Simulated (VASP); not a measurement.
## MgO: single point with PBE

MgO:

```xyz
4
Lattice="3.6446 0.0000 0.0000 -1.8223 3.1563 0.0000 0.0000 0.0000 3.9426" Properties=species:S:1:pos:R:3 pbc="T T T"
Mg    1.8529    1.0521    2.9570
Mg    0.0307    2.1042    0.9857
O     1.7757    1.0521    0.9857
O    -0.0466    2.1042    2.9570
```

This cell differs from its parent crystal: mode 8 frozen in at -0.045 Å, strain +e along z and -e/2 along x and y -0.0700.

```yaml
Program: VASP 6.6.1
Task: single point
Functional: PBE
Potentials_or_basis: VASP PAW PBE potentials, release 64 (Mg, O)
Cutoff: 520 eV
k_mesh: 9 × 9 × 6
Occupations: gaussian, width 0.05 eV
Spin: no spin polarisation
```

The pressure is 3.9 GPa. The largest force is 0.391 eV/Å. The band gap on the k mesh is 3.42 eV, direct.

Forces in eV/Å, atoms in the order of the input:
```
Mg  -0.387 -0.051  0.000
Mg  -0.387  0.051  0.000
O    0.387 -0.054  0.000
O    0.387  0.054  0.000
```

Stress tensor (GPa, compression positive):
```
-2.75  0.00  0.00
 0.00 -3.22  0.00
 0.00  0.00 17.53
```

Levels at points of the mesh, in eV from the valence-band top:
| k point | band 5 | band 6 | band 7 | band 8 | band 9 | band 10 | band 11 | band 12 |
| --- | --- | --- | --- | --- | --- | --- | --- | --- |
| (0.00, 0.00, 0.00) | -1.67 | -0.48 | -0.48 | 0.00 | 3.42 | 9.87 | 11.91 | 11.92 |
| (0.00, 0.00, 0.50) | -1.17 | -1.17 | -1.02 | -1.02 | 6.56 | 6.56 | 12.20 | 12.20 |

Run time: 110 s on 1 thread of Intel Xeon 8259CL (shared host), peak memory 0.2 GiB.

Caveat: the cell differs from its parent crystal (mode 8 frozen in at -0.045 Å, strain +e along z and -e/2 along x and y -0.0700).
